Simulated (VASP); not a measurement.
Set up this calculation in VASP 6.6.1, as the native input.

- Task: single point
- Functional: r2SCAN
- Potentials or basis: VASP PAW PBE potentials, release 64 (Tl_d)
- Cutoff: 520 eV
- k mesh: 16 × 16 × 16
- Occupations: gaussian, width 0.1 eV
- Spin: no spin polarisation
- Dipole correction: no
- Further INCAR settings: ALGO = Normal; EDIFF = 1e-06; NBANDS = 12

Tl:

```xyz
1
Lattice="0.0000 2.4580 2.4580 2.4580 0.0000 2.4580 2.4580 2.4580 0.0000" Properties=species:S:1:pos:R:3 pbc="T T T"
Tl    0.0000    0.0000    0.0000
```

This isn't the form of Tl at room conditions, which is hcp.

One way to write it, as run:

POSCAR

```
Tl
1.0
    0.0000000000      2.4580133538      2.4580133538
    2.4580133538      0.0000000000      2.4580133538
    2.4580133538      2.4580133538      0.0000000000
Tl
1
Direct
    0.0000000000      0.0000000000      0.0000000000
```

INCAR.step1

```
  ALGO = Normal
  EDIFF = 1E-4
  ENCUT = 520
  GGA = PE
  ISMEAR = 0
  LASPH = True
  LCHARG = False
  LREAL = False
  LWAVE = True
  NBANDS = 12
  NELM = 80
  PREC = Accurate
  SIGMA = 0.1
```

INCAR.step2

```
  ALGO = Normal
  EDIFF = 1E-6
  ENCUT = 520
  ISIF = 2
  ISMEAR = 0
  ISTART = 1
  LASPH = True
  LCHARG = False
  LMIXTAU = True
  LREAL = False
  LWAVE = False
  METAGGA = R2SCAN
  NBANDS = 12
  NELM = 80
  PREC = Accurate
  SIGMA = 0.1
```

KPOINTS

```
k-points
0
Gamma
  16 16 16
```

Potentials or basis: VASP PAW PBE potentials, release 64 (Tl_d).

Launch:

```sh
$ cat potpaw_PBE.64/Tl_d/POTCAR > POTCAR
$ cp INCAR.step1 INCAR
$ mpirun -np 1 vasp_std > vasp.out
$ cp INCAR.step2 INCAR
$ mpirun -np 1 vasp_std > vasp.out
```

It gave:

- Pressure: 0.0 GPa
- Band gap on the k mesh: zero (an odd number of electrons rules out a gap without spin polarisation)

Caveat: the PAW data sets were made with another functional, which shifts forces and pressure a little; spin-orbit coupling is left out, which moves the levels of the heavy elements.

It took 4.4 min on 1 thread of Intel Xeon 8259CL, on a shared host, peak memory 0.2 GiB.
